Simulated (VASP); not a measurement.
# B8N7 (a cell with a defect) in VASP: notebook, part 2 of 2

VASP 6.6.1. The steps go on from the part before.

## 4. Single point, PBE

The input, INCAR:

```
SYSTEM = B8N7
  PREC = Accurate
  ENCUT = 520
  EDIFF = 1E-6
  ISMEAR = 0
  SIGMA = 0.05
  LREAL = Auto
  LASPH = .True.
  NELM = 100
  ALGO = Normal
  ISIF = 2
  LWAVE = .False.
  LCHARG = .False.
  GGA = PE
  NELECT = 56.0
  NBANDS = 42
```

The input, KPOINTS:

```
Automatic mesh
0
Gamma
  6 6 6
  0 0 0
```

The input, POSCAR:

```
B8N7
1.0
   -1.2770455854     -2.2119078376     -4.2240394007
   -1.2770455854     -2.2119078376      4.2240394007
   -2.5540911709      4.4238156750      0.0000000000
B N
8 7
Direct
    0.6667526990      0.6665806343      0.8333333333
    0.6667526990      0.6665806343      0.3333333333
    0.1667526990      0.1665806343      0.8333333333
    0.1667526990      0.1665806343      0.3333333333
    0.0834193657      0.5832473010      0.1666666667
    0.0834193657      0.5832473010      0.6666666667
    0.5834193657      0.0832473010      0.1666666667
    0.5834193657      0.0832473010      0.6666666667
    0.6958461934      0.3210182581      0.4417161129
    0.3540806343      0.9792526990      0.8333333333
    0.3540806343      0.9792526990      0.3333333333
    0.2707473010      0.3959193657      0.1666666667
    0.2707473010      0.3959193657      0.6666666667
    0.7707473010      0.8959193657      0.1666666667
    0.7707473010      0.8959193657      0.6666666667
```

Potentials or basis: VASP PAW PBE potentials, release 64 (B, N).

Started as:

```console
cat potpaw_PBE.64/B/POTCAR potpaw_PBE.64/N/POTCAR > POTCAR
mpirun -np 1 vasp_std > vasp.out
```

OUTCAR:

```text
SYSTEM = B8N7
   PREC = Accurate
   ENCUT = 520
   EDIFF = 1E-6
   ISMEAR = 0
   LREAL = Auto
   LASPH = .True.
   NELM = 100
   ISIF = 2
   GGA = PE
   NELECT = 56.0

 ion  position               nearest neighbor table
   1  0.667  0.667  0.833-  15 1.57  13 1.57  14 1.57
   2  0.667  0.667  0.333-  14 1.57  12 1.57  15 1.57
   3  0.167  0.167  0.833-  13 1.57  15 1.57  12 1.57  10 1.58
   4  0.167  0.167  0.333-  12 1.57  14 1.57  13 1.57  11 1.58
   5  0.083  0.583  0.167-  11 1.57  12 1.58
   6  0.083  0.583  0.667-   9 1.56  10 1.57  13 1.58
   7  0.583  0.083  0.167-   9 1.34  11 1.57  10 1.57  14 1.58
   8  0.583  0.083  0.667-  10 1.57  11 1.57  15 1.58   9 1.85
   9  0.696  0.321  0.442-   7 1.34  11 1.55   6 1.56   8 1.85
  10  0.354  0.979  0.833-   8 1.57   6 1.57   7 1.57   3 1.58
  11  0.354  0.979  0.333-   9 1.55   7 1.57   5 1.57   8 1.57   4 1.58
  12  0.271  0.396  0.167-   4 1.57   2 1.57   3 1.57   5 1.58
[... 1259 lines left out ...]
------------------------ aborting loop because EDIFF is reached ----------------------------------------

  FORCE on cell =-STRESS in cart. coord.  units (eV):
  Direction    XX          YY          ZZ          XY          YZ          ZX
  --------------------------------------------------------------------------------------
  -------------------------------------------------------------------------------------
  Total      -27.6687404    -29.1418723    -35.2319953     -3.0308438      4.0689109     -2.6057910
  in kB     -464.4175205   -489.1439184   -591.3661301    -50.8724634     68.2963325    -43.7379863
  external PRESSURE =    -514.9758563 kB  Pullay stress =       0.0000000 kB

 VOLUME and BASIS-vectors are now :
 -----------------------------------------------------------------------------
  energy-cutoff  :      520.00
  volume of cell :       95.45
      direct lattice vectors                 reciprocal lattice vectors
    -1.277045585 -2.211907838 -4.224039401    -0.195764351 -0.113024601 -0.118370108
    -1.277045585 -2.211907838  4.224039401    -0.195764351 -0.113024601  0.118370108
    -2.554091171  4.423815675  0.000000000    -0.195764351  0.113024601  0.000000000

 POSITION                                       TOTAL-FORCE (eV/Angst)
 -----------------------------------------------------------------------------------
     -3.83114      0.73730     -0.00073        -0.465048      0.471467      4.108396
     -2.55409     -1.47461     -0.00073        -0.073622      1.459275      3.306965
     -2.55409      2.94921     -0.00073         0.258270     -0.065543      0.787860
     -1.27705      0.73730     -0.00073         0.743404      0.663152      2.034319
     -1.27705     -0.73730      2.11129        -0.039941     -1.848937     -4.014053
     -2.55409      1.47461      2.11129        -0.776210      0.064311     -3.525185
     -1.27705     -0.73730     -2.11275         6.325535     -1.907430     -5.339665
     -2.55409      1.47461     -2.11275         0.745031      2.865785     -2.838848
     -2.42677     -0.29514     -1.58329        -8.016482     -4.706354      1.934759
     -3.83114      0.73730      2.64075        -0.132033     -0.211367      1.481617
     -2.55409     -1.47461      2.64075         1.434678      3.563419      3.248502
     -1.27705     -0.73730      0.52873         0.274709      0.261188      1.935349
     -2.55409      1.47461      0.52873        -0.424113     -0.174854     -0.277412
     -2.55409     -2.94921      0.52873         0.477643     -0.155628     -2.388080
     -3.83114     -0.73730      0.52873        -0.331821     -0.278482     -0.454526
 -----------------------------------------------------------------------------------
    total drift:                               -0.001693      0.001539      0.003802

  FREE ENERGIE OF THE ION-ELECTRON SYSTEM (eV)
  ---------------------------------------------------
  free  energy   TOTEN  =      -137.8919579790 eV

  energy  without entropy=     -137.8894785928  energy(sigma->0) =     -137.89071829
```

OSZICAR:

```text
N       E                     dE             d eps       ncg     rms          rms(c)
DAV:   1     0.183904862503E+03    0.18390E+03   -0.29236E+04  9408   0.129E+03
DAV:   2    -0.127785523673E+03   -0.31169E+03   -0.29761E+03 11466   0.290E+02
DAV:   3    -0.143749696686E+03   -0.15964E+02   -0.15839E+02 12056   0.651E+01
DAV:   4    -0.143921512749E+03   -0.17182E+00   -0.17155E+00 12120   0.685E+00
DAV:   5    -0.143923625194E+03   -0.21124E-02   -0.21116E-02 12128   0.726E-01    0.176E+01
DAV:   6    -0.138339874687E+03    0.55838E+01   -0.18999E+01 11654   0.186E+01    0.825E+00
DAV:   7    -0.137980768667E+03    0.35911E+00   -0.17475E+00 11752   0.699E+00    0.502E+00
DAV:   8    -0.137895794464E+03    0.84974E-01   -0.29449E-01 11784   0.287E+00    0.159E+00
DAV:   9    -0.137892547375E+03    0.32471E-02   -0.43991E-02 11824   0.121E+00    0.293E-01
DAV:  10    -0.137891815303E+03    0.73207E-03   -0.10299E-02 11392   0.490E-01    0.176E-01
DAV:  11    -0.137891902055E+03   -0.86751E-04   -0.10267E-03 11952   0.192E-01    0.570E-02
DAV:  12    -0.137891944482E+03   -0.42427E-04   -0.20993E-04 11720   0.903E-02    0.230E-02
DAV:  13    -0.137891955177E+03   -0.10695E-04   -0.31865E-05 11440   0.329E-02    0.112E-02
DAV:  14    -0.137891957304E+03   -0.21273E-05   -0.55910E-06 11752   0.143E-02    0.498E-03
DAV:  15    -0.137891957979E+03   -0.67460E-06   -0.10650E-06  7448   0.615E-03
   1 F= -.13789196E+03 E0= -.13789072E+03  d E =-.247939E-02
```

Run time: 8.1 min. Hardware: 1 thread of Intel Xeon 6975P-C (Granite Rapids), shared host; peak memory 0.42 GiB.

What came out:

| Quantity | Value |
| --- | --- |
| Free energy | -137.8920 eV |
| Largest force | 9.495 eV/Å |

Forces on the atoms (eV/Å):
```
B   -0.465  0.471  4.108
B   -0.074  1.459  3.307
B    0.258 -0.066  0.788
B    0.743  0.663  2.034
B   -0.040 -1.849 -4.014
B   -0.776  0.064 -3.525
B    6.326 -1.907 -5.340
B    0.745  2.866 -2.839
N   -8.016 -4.706  1.935
N   -0.132 -0.211  1.482
N    1.435  3.563  3.249
N    0.275  0.261  1.935
N   -0.424 -0.175 -0.277
N    0.478 -0.156 -2.388
N   -0.332 -0.278 -0.455
```

Caveat: the cell carries a net charge on a neutralising background, which shifts energy and pressure; the cell differs from its parent crystal (atoms taken out, atom 9 moved 0.375 of the way to it and +0.700 Å across, host rigid); the cell is charged against a uniform background, so pressure and absolute levels hang on convention.

## 5. Single point, PBE

The input, INCAR:

```
SYSTEM = B8N7
PREC     = Accurate       ! precision mode
ENCUT    = 520            ! plane-wave cutoff, eV
EDIFF    = 1E-6           ! SCF threshold, eV
ISMEAR   = 0              ! smearing method
SIGMA    = 0.05           ! smearing width, eV
LREAL    = Auto         
LASPH    = .True.         ! aspherical terms in the spheres
NELM     = 80             ! most SCF steps
ALGO     = Normal         ! electronic algorithm
ISIF     = 2              ! what is computed and relaxed
LWAVE    = .False.        ! write WAVECAR
LCHARG   = .True.         ! write CHGCAR
GGA      = PE             ! functional
LELF     = .True.         ! ELF
LVHAR    = .True.       
NELECT   = 56.0         
NBANDS   = 42             ! bands
```

The input, KPOINTS:

```
regular mesh
0
Gamma
  6 6 6
  0 0 0
```

Edit POSCAR of step 4 so:

```diff
@@ -16,3 +16,3 @@
     0.5834193657      0.0832473010      0.6666666667
-    0.6958461934      0.3210182581      0.4417161129
+    0.8540806343      0.4792526990      0.3958333333
     0.3540806343      0.9792526990      0.8333333333
```

Started as:

```console
cat potpaw_PBE.64/B/POTCAR potpaw_PBE.64/N/POTCAR > POTCAR
mpirun -np 1 vasp_std > vasp.out
```

Run time: 8.3 min. Hardware: 1 thread of Intel Xeon 6975P-C (Granite Rapids), shared host; peak memory 0.42 GiB.

The run converged. Its results:

```yaml
Free_energy: -143.4581 eV
Largest_force: 9.430 eV/Å
```

Forces in eV/Å, atoms in the order of the input:
```
B   -0.165  0.197  4.315
B   -0.805  0.699 -0.007
B    0.315 -0.064 -0.492
B    0.010  0.089 -0.303
B   -3.698  1.101 -2.077
B   -5.328 -1.435 -3.994
B    0.019  0.554 -0.259
B    3.257  2.532 -1.687
N    7.675 -4.445  3.203
N   -1.820 -0.103  0.795
N    0.723  0.637  0.781
N    0.940 -0.032  1.688
N   -0.740  0.423 -0.720
N    0.686 -0.198 -1.671
N   -1.066  0.045  0.427
```

Levels at points of the mesh, in eV from the Fermi level:
```csv
k point,band 26,band 27,band 28,band 29,band 30,band 31
"(0.00, 0.00, 0.00)",-0.37,0.09,0.47,0.57,5.64,6.42
"(0.50, 0.00, 0.00)",-1.17,-0.73,-0.23,0.14,3.43,5.16
"(0.00, 0.50, 0.50)",-1.04,-0.67,-0.55,0.31,3.44,4.95
"(0.00, 0.50, 0.00)",-1.07,-0.68,-0.23,0.18,3.62,4.92
"(0.50, 0.00, 0.50)",-1.09,-0.88,-0.30,0.49,3.44,4.98
"(0.50, 0.50, 0.00)",-0.69,-0.40,0.21,0.22,3.69,6.48
"(0.00, 0.00, 0.50)",-0.94,-0.37,-0.01,0.52,3.34,5.73
"(0.50, 0.50, 0.50)",-1.23,-1.18,-0.88,0.55,3.53,3.93
```

Caveat: the cell carries a net charge on a neutralising background, which shifts energy and pressure; the cell differs from its parent crystal (atoms taken out, atom 9 moved 0.125 of the way to it and +0.000 Å across, host rigid); the cell is charged against a uniform background, so pressure and absolute levels hang on convention.
